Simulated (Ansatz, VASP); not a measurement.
WC: VASP beside Ansatz

File POSCAR:

```
WC
1.0
    0.0000000000      2.1926840000      2.1926840000
    2.1926840000      0.0000000000      2.1926840000
    2.1926840000      2.1926840000      0.0000000000
W C
1 1
Direct
    0.0000000000      0.0000000000      0.0000000000
    0.5000000000      0.5000000000      0.5000000000
```

Contents of INCAR.step1:

```
SYSTEM = WC
PREC = Accurate
ENCUT = 1430
ISMEAR = -1
SIGMA = 0.05
LREAL = .FALSE.
LASPH = .TRUE.
NELM = 120
NBANDS = 16
GGA = PE
ALGO = Normal
EDIFF = 1E-5
LWAVE = .TRUE.
LCHARG = .FALSE.
GGA_COMPAT = .FALSE.
```

The input INCAR.step2:

```
SYSTEM = WC
PREC = Accurate
ENCUT = 1430
EDIFF = 1E-6
ISMEAR = -1
SIGMA = 0.05
LREAL = .FALSE.
LASPH = .TRUE.
NELM = 120
ALGO = Normal
ISIF = 2
LWAVE = .FALSE.
LCHARG = .FALSE.
METAGGA = R2SCAN
LMIXTAU = .TRUE.
NBANDS = 16
ISTART = 1
GGA_COMPAT = .FALSE.
```

KPOINTS

```
regular mesh
0
G
  10 10 10
  0 0 0
```

The input input.yaml:

```yaml
crystal:
  lattice:
    - [0.0, 2.192684, 2.192684]
    - [2.192684, 0.0, 2.192684]
    - [2.192684, 2.192684, 0.0]
  atoms:
    - { symbol: W, position: [0.0, 0.0, 0.0] }
    - { symbol: C, position: [0.5, 0.5, 0.5] }
hamiltonian:
  xc: r2scan
  pseudopotentials: { kind: paw }
kpoints:
  mp_grid: { grid: [10, 10, 10] }
  band_path:
    path:
      - [[0.0, 0.0, 0.0], [0.5, 0.0, 0.5], [0.5, 0.25, 0.75], [0.375, 0.375, 0.75], [0.0, 0.0, 0.0], [0.5, 0.5, 0.5], [0.625, 0.25, 0.625], [0.5, 0.25, 0.75], [0.5, 0.5, 0.5], [0.375, 0.375, 0.75]]
      - [[0.625, 0.25, 0.625], [0.5, 0.0, 0.5]]
    npoints: 14
scf:
  occupations: { method: fermi_dirac, width: 0.05 }
  n_extra_bands: 6
output:
  forces: true
  stress: true
  eigenvalues: true
  fatbands: true
```

Alike in both runs: functional r2SCAN; k mesh 10 × 10 × 10; occupations fermi-dirac, width 0.05 eV; no spin polarisation.

|  | VASP | Ansatz |
| --- | --- | --- |
| version | VASP 6.6.1 | Ansatz 0.2.0 |
| potentials or method | VASP PAW PBE potentials, release 64 (W_sv, C_h) | Ansatz PAW |
| plane-wave cutoff (eV) | 1430 | 500 |
| valence electrons in the cell | 18 | 18 |
| task | single point | band structure |

```csv
,VASP,Ansatz,Ansatz less VASP
gap on the k mesh at the Fermi level (eV),none,none,-
pressure (GPa),-3.9,-5.4,-1.44
```

VASP's potentials were made for PBE, not for r2SCAN. A gap of «none» marks a metal or a gap that the smearing closes. With one functional, cell and mesh, what is left measures potentials, basis and numerics.

Spin-orbit coupling is off throughout.
